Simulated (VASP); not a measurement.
# NaY3 (I4/mmm) in VASP: notebook

Runs on NaY3. Level: PBE. Tasks: single point.

All numbers are computed with VASP 6.6.1; they aren't measurements. Logs are shortened: lines on timing, memory, paths and dates and some standing lists are left out, and cuts for length are marked.

## Step 1: The cell of the first run

It takes space group I4/mmm (No. 139, tetragonal). The conventional cell has a = 4.839 Å, b = 4.839 Å, c = 10.932 Å, α = 90.00°, β = 90.00°, γ = 90.00°. Y (site symmetry 4/mmm) has 4 Na at 3.42 Å and 8 Y at 3.65 Å within 4.5 Å. Within 4.5 Å of Y (site symmetry -4m2) lie 8 Y at 3.42 to 3.65 Å and 4 Na at 3.65 Å. Na (site symmetry 4/mmm) has 12 Y at 3.42 to 3.65 Å within 4.5 Å.

## Step 2: Single point, PBE

The input, INCAR:

```
PREC = Accurate
ENCUT = 520
EDIFF = 1E-6
ISMEAR = -1
SIGMA = 0.05
LREAL = F
LASPH = T
NELM = 80
ALGO = Fast
ISIF = 2
LWAVE = F
LCHARG = T
GGA = PE
LELF = T
LVHAR = T
NBANDS = 28
```

The input, KPOINTS:

```
Automatic mesh
0
Gamma
  8 8 8
```

The input, POSCAR:

```
NaY3
1.0
   -2.4192730645      2.4192730645      5.4659805784
    2.4192730645     -2.4192730645      5.4659805784
    2.4192730645      2.4192730645     -5.4659805784
Y Na
3 1
Direct
    0.5000000000      0.5000000000      0.0000000000
    0.2500000000      0.7500000000      0.5000000000
    0.7500000000      0.2500000000      0.5000000000
    0.0000000000      0.0000000000      0.0000000000
```

Potentials or basis: VASP PAW PBE potentials, release 64 (Y_sv, Na_pv).

Command:

```
> cat potpaw_PBE.64/Y_sv/POTCAR potpaw_PBE.64/Na_pv/POTCAR > POTCAR
> mpirun -np 1 vasp_std > vasp.out
```

OUTCAR:

```text
PREC = Accurate
   ENCUT = 520
   EDIFF = 1E-6
   ISMEAR = -1
   LREAL = F
   LASPH = T
   NELM = 80
   ISIF = 2
   GGA = PE

 ion  position               nearest neighbor table
   1  0.500  0.500  0.000-   4 3.42   4 3.42   4 3.42   4 3.42   2 3.65   2 3.65   3 3.65   3 3.65
                             3 3.65   2 3.65   3 3.65   2 3.65
   2  0.250  0.750  0.500-   3 3.42   3 3.42   3 3.42   3 3.42   1 3.65   1 3.65   1 3.65   1 3.65

   3  0.750  0.250  0.500-   2 3.42   2 3.42   2 3.42   2 3.42   1 3.65   1 3.65   1 3.65   1 3.65

   4  0.000  0.000  0.000-   1 3.42   1 3.42   1 3.42   1 3.42

  LATTYP: Found a body centered tetragonal cell.
 ALAT       =     4.8385461290
 C/A-ratio  =     2.2593483384

  Lattice vectors:

 A1 = (  -2.4192730645,   2.4192730645,   5.4659805784)
 A2 = (   2.4192730645,  -2.4192730645,   5.4659805784)
 A3 = (   2.4192730645,   2.4192730645,  -5.4659805784)

Analysis of symmetry for initial positions (statically):
=====================================================================
 Subroutine PRICEL returns:
 Original cell was already a primitive cell.

 Routine SETGRP: Setting up the symmetry group for a
 body centered tetragonal supercell.

 Subroutine GETGRP returns: Found 16 space group operations
 (whereof 16 operations were pure point group operations)
 out of a pool of 16 trial point group operations.

The static configuration has the point symmetry D_4h.

Analysis of symmetry for dynamics (positions and initial velocities):
=====================================================================
 Subroutine PRICEL returns:
 Original cell was already a primitive cell.

 Routine SETGRP: Setting up the symmetry group for a
 body centered tetragonal supercell.

 Subroutine GETGRP returns: Found 16 space group operations
 (whereof 16 operations were pure point group operations)
 out of a pool of 16 trial point group operations.

The dynamic configuration has the point symmetry D_4h.

 Subroutine INISYM returns: Found 16 space group operations
 (whereof 16 operations are pure point group operations),
 and found     1 'primitive' translations

----------------------------------------------------------------------------------------

                                     Primitive cell

  volume of cell :     127.9670

  direct lattice vectors                    reciprocal lattice vectors
    -2.419273065  2.419273065  5.465980578     0.000000000  0.206673652  0.091474895
     2.419273065 -2.419273065  5.465980578     0.206673652  0.000000000  0.091474895
     2.419273065  2.419273065 -5.465980578     0.206673652  0.206673652  0.000000000

  length of vectors
     6.448465554  6.448465554  6.448465554     0.226012511  0.226012511  0.292280682

  position of ions in fractional coordinates (direct lattice)
     0.500000000  0.500000000  0.000000000
     0.250000000  0.750000000  0.500000000
     0.750000000  0.250000000  0.500000000
     0.000000000  0.000000000  0.000000000

  ion indices of the primitive-cell ions
   primitive index   ion index
                 1           1
                 2           2
                 3           3
                 4           4

----------------------------------------------------------------------------------------

 KPOINTS: Automatic mesh

Automatic generation of k-mesh.
 Grid dimensions read from file:
 generate k-points for:    8    8    8

 Generating k-lattice:

  Cartesian coordinates                     Fractional coordinates (reciprocal lattice)
     0.000000000  0.025834207  0.011434362     0.125000000  0.000000000  0.000000000
     0.025834207  0.000000000  0.011434362     0.000000000  0.125000000  0.000000000
     0.025834207  0.025834207  0.000000000     0.000000000  0.000000000  0.125000000

  Length of vectors
     0.028251564  0.028251564  0.036535085

  Shift w.r.t. Gamma in fractional coordinates (k-lattice)
     0.000000000  0.000000000  0.000000000

 Subroutine IBZKPT returns following result:
 ===========================================

 Found     59 irreducible k-points:

 Following reciprocal coordinates:
            Coordinates               Weight
  0.000000  0.000000  0.000000      1.000000
  0.125000  0.000000  0.000000      8.000000
  0.250000  0.000000  0.000000      8.000000
  0.375000  0.000000  0.000000      8.000000
  0.500000  0.000000  0.000000      4.000000
  0.125000  0.125000  0.000000      8.000000
[... 16 lines left out ...]
  0.250000  0.125000  0.125000     16.000000
  0.375000  0.125000  0.125000      8.000000
 [... further k-points ...]
   k-points           NKPTS =     59   k-points in BZ     NKDIM =     59   number of bands    NBANDS=     28
   number of dos      NEDOS =    301   number of ions     NIONS =      4
   total plane-waves  NPLWV = 110592
   dimension x,y,z NGX =    48 NGY =   48 NGZ =   48
   dimension x,y,z NGXF=    96 NGYF=   96 NGZF=   96
   ions per type =               3   1
   NGX,Y,Z   is equivalent  to a cutoff of  12.37, 12.37, 12.37 a.u.
   NGXF,Y,Z  is equivalent  to a cutoff of  24.75, 24.75, 24.75 a.u.
 SYSTEM =  unknown system
   PREC   = accura    normal or accurate (medium, high low for compatibility)
   ISTART =      0    job   : 0-new  1-cont  2-samecut
   ICHARG =      2    charge: 1-file 2-atom 10-const
   ISPIN  =      1    spin polarized calculation?
   LNONCOLLINEAR =      F non collinear calculations
   LSORBIT =      F    spin-orbit coupling
   LASPH  =      T    aspherical Exc in radial PAW
   ENCUT  =  520.0 eV  38.22 Ry    6.18 a.u.  11.99 11.99 11.99*2*pi/ulx,y,z
   NELM   =     80;   NELMIN=  2; NELMDL= -5     # of ELM steps
   EDIFF  = 0.1E-05   stopping-criterion for ELM
   LREAL  =      F    real-space projection
   EDIFFG = 0.1E-04   stopping-criterion for IOM
   NSW    =      0    number of steps for IOM
   IBRION =     -1    ionic relax: 0-MD 1-quasi-New 2-CG
   NFREE  =      0    steps in history (QN), initial steepest desc. (CG)
   ISIF   =      2    stress and relaxation
   ISYM   =      2    0-nonsym 1-usesym 2-fastsym
   POTIM  = 0.5000    time-step for ionic-motion
   TEBEG  =    0.0;   TEEND  =   0.0 temperature during run
   PSTRESS=    0.0 pullay stress
   NELECT =      40.0000    total number of electrons
   NUPDOWN=      -1.0000    fix difference up-down
   EMIN   =  10.00;   EMAX   =-10.00  energy-range for DOS
   EFERMI =   0.00;   METHOD = LEGACY
   ISMEAR =    -1;   SIGMA  =   0.05  broadening in eV -4-tet -1-fermi 0-gaus
   EFERMI_NEDOS =   21; number of points for ismear=-14 and -15
   IALGO  =     68    algorithm
   IMIX   =      4    mixing-type and parameters
     AMIX     =   0.40;   BMIX     =  1.00
     AMIX_MAG =   1.60;   BMIX_MAG =  1.00
  volume/ion in A,a.u.               =      31.99       215.89
  Fermi-wavevector in a.u.,A,eV,Ry     =   1.111038  2.099557 16.795103  1.234405
  Thomas-Fermi vector in A             =   2.247596
   LORBIT       =      0    0 simple, 1 ext, 2 COOP (PROOUT), +10 PAW based schemes
   GGA     = PE    functional components
   LHFCALC =     F    Hartree Fock is set to
   AEXX    =    0.0000 exact exchange contribution
   IVDW    =     0    specifies the selected vdW correction
   LEPSILON=     F    determine dielectric tensor
   LRPA    =     F    only Hartree local field effects (RPA)
 non-spin polarized calculation
 RMM-DIIS sequential band-by-band and
  energy-cutoff  :      520.00
  volume of cell :      127.97
 maximum number of plane-waves:      3488
   NGX = 23   NGY = 23   NGZ = 23

 number of electron      40.0000004 magnetization

 Free energy of the ion-electron system (eV)
  ---------------------------------------------------
  ext. energy  EPLUGINS =         0.00000000
  ---------------------------------------------------
  free energy    TOTEN  =       -19.43850854 eV

  energy without entropy =      -19.38240976  energy(sigma->0) =      -19.41045915

 E-fermi :   2.5557     XC(G=0):  -8.9404

 val. band max:        2.5545712102   @ k =   0.2500   0.0000   0.0000
 cond. band min:       2.5708837698   @ k =  -0.3750   0.3750   0.0000
 fundamental gap:      0.0163125595
 Fermi energy:         2.5557153599

 k-point     1 :       0.0000    0.0000    0.0000
  band No.  band energies     occupation
      1     -40.4799      2.00000
      2     -40.3302      2.00000
      3     -40.2592      2.00000
      4     -21.1632      2.00000
      5     -21.1632      2.00000
      6     -21.1360      2.00000
[... 20 lines left out ...]
     27       5.0598      0.00000
     28       5.0834      0.00000

 k-point     2 :       0.1250    0.0000    0.0000
  band No.  band energies     occupation
      1     -40.4794      2.00000
      2     -40.3278      2.00000
      3     -40.2620      2.00000
      4     -21.1628      2.00000
      5     -21.1624      2.00000
      6     -21.1355      2.00000
[... 20 lines left out ...]
     27       5.2113      0.00000
     28       5.2849      0.00000

 k-point     3 :       0.2500    0.0000    0.0000
  band No.  band energies     occupation
      1     -40.4782      2.00000
      2     -40.3208      2.00000
      3     -40.2701      2.00000
      4     -21.1616      2.00000
      5     -21.1604      2.00000
      6     -21.1344      2.00000
[... 20 lines left out ...]
     27       5.3306      0.00000
     28       5.6275      0.00000

 k-point     4 :       0.3750    0.0000    0.0000
  band No.  band energies     occupation
      1     -40.4771      2.00000
      2     -40.3098      2.00000
      3     -40.2821      2.00000
      4     -21.1601      2.00000
      5     -21.1584      2.00000
      6     -21.1333      2.00000
[... 578 lines left out ...]
     27       4.8952      0.00000
     28       5.5211      0.00000

 k-point    23 :       0.2500    0.1250    0.1250
  band No.  band energies     occupation
      1     -40.4764      2.00000
      2     -40.3058      2.00000
      3     -40.2862      2.00000
      4     -21.1669      2.00000
      5     -21.1606      2.00000
      6     -21.1335      2.00000
[... 20 lines left out ...]
     27       4.7805      0.00000
     28       5.6767      0.00000

 k-point    24 :       0.3750    0.1250    0.1250
  band No.  band energies     occupation
      1     -40.4761      2.00000
      2     -40.2963      2.00000
      3     -40.2959      2.00000
      4     -21.1646      2.00000
      5     -21.1638      2.00000
      6     -21.1333      2.00000
[... 20 lines left out ...]
     27       4.7096      0.00000
     28       5.2690      0.00000

 [... further k-points ...]

------------------------ aborting loop because EDIFF is reached ----------------------------------------

  FORCE on cell =-STRESS in cart. coord.  units (eV):
  Direction    XX          YY          ZZ          XY          YZ          ZX
  --------------------------------------------------------------------------------------
  -------------------------------------------------------------------------------------
  Total        0.4577759      0.4577759      0.1059240      0.0000000      0.0000000      0.0000000
  in kB        5.7314649      5.7314649      1.3261937      0.0000000      0.0000000      0.0000000
  external PRESSURE =       4.2630411 kB  Pullay stress =       0.0000000 kB

 VOLUME and BASIS-vectors are now :
 -----------------------------------------------------------------------------
  energy-cutoff  :      520.00
  volume of cell :      127.97
      direct lattice vectors                 reciprocal lattice vectors
    -2.419273065  2.419273065  5.465980578     0.000000000  0.206673652  0.091474895
     2.419273065 -2.419273065  5.465980578     0.206673652  0.000000000  0.091474895
     2.419273065  2.419273065 -5.465980578     0.206673652  0.206673652  0.000000000

 POSITION                                       TOTAL-FORCE (eV/Angst)
 -----------------------------------------------------------------------------------
      0.00000      0.00000      5.46598         0.000000      0.000000      0.000000
      2.41927      0.00000      2.73299        -0.000000      0.000000      0.000000
      0.00000      2.41927      2.73299        -0.000000     -0.000000     -0.000000
      0.00000      0.00000      0.00000         0.000000      0.000000      0.000000
 -----------------------------------------------------------------------------------
    total drift:                                0.000000     -0.000000      0.000000

  FREE ENERGIE OF THE ION-ELECTRON SYSTEM (eV)
  ---------------------------------------------------
  free  energy   TOTEN  =       -19.4385085448 eV

  energy  without entropy=      -19.3824097557  energy(sigma->0) =      -19.41045915
```

Run time: 7.8 min. Hardware: 1 thread of Intel Xeon Platinum 8559C (Emerald Rapids), shared host; peak memory 0.45 GiB.

Results:

```
Free energy            : -19.4385 eV
Pressure               : 0.4 GPa
Band gap on the k mesh : zero (bands 20 and 21 overlap by 0.56 eV)
```

## Step 3: Single point, PBE

This run uses another cell than the first one, of 32.64 Å³/atom.

The input, INCAR:

```
PREC = Accurate ; ENCUT = 520
EDIFF = 1E-6 ; ISMEAR = -1
SIGMA = 0.05 ; LREAL = F
LASPH = T ; NELM = 60
ALGO = Fast ; ISIF = 2
LWAVE = F ; LCHARG = T
GGA = PE ; LELF = T
LVHAR = T ; NBANDS = 28
```

The input, KPOINTS:

```
regular mesh
0
Gamma
  8 8 8
```

The input, POSCAR:

```
NaY3
1.0
   -2.4356200000      2.4356200000      5.5029140000
    2.4356200000     -2.4356200000      5.5029140000
    2.4356200000      2.4356200000     -5.5029140000
Y Na
3 1
Direct
    0.5000000000      0.5000000000      0.0000000000
    0.2500000000      0.7500000000      0.5000000000
    0.7500000000      0.2500000000      0.5000000000
    0.0000000000      0.0000000000      0.0000000000
```

Potentials or basis: VASP PAW PBE potentials, release 64 (Y_sv, Na_pv).

Command:

```
> cat potpaw_PBE.64/Y_sv/POTCAR potpaw_PBE.64/Na_pv/POTCAR > POTCAR
> mpirun -np 1 vasp_std > vasp.out
```

Wall time 8.4 min (1 thread of Intel Xeon Platinum 8559C (Emerald Rapids), shared host); peak memory 0.46 GiB.

It converged, with:

| Property | Result |
| --- | --- |
| Free energy | -19.4404 eV |
| Pressure | -0.2 GPa |
| Band gap on the k mesh | zero (bands 20 and 21 overlap by 0.54 eV) |

Stress tensor (GPa, compression positive):
```
-0.03  0.00  0.00
 0.00 -0.03  0.00
 0.00  0.00 -0.50
```

Levels at points of the mesh, in eV from the Fermi level:
```tsv
k point	band 16	band 17	band 18	band 19	band 20	band 21	band 22	band 23	band 24	band 25
(0.00, 0.00, 0.00)	-4.49	-1.37	-1.04	-0.24	0.28	0.29	0.29	1.00	1.00	1.09
(0.50, 0.00, 0.00)	-2.57	-2.10	-0.84	-0.33	-0.28	0.32	0.47	1.09	1.20	1.51
(0.50, 0.50, 0.00)	-1.60	-1.48	-1.40	-1.02	-0.13	0.53	0.54	0.61	0.79	1.17
(0.50, 0.50, 0.50)	-3.24	-2.77	-1.54	-0.64	-0.26	-0.26	-0.03	1.12	1.93	2.47
```

(Part 1 of 2 ends here.)
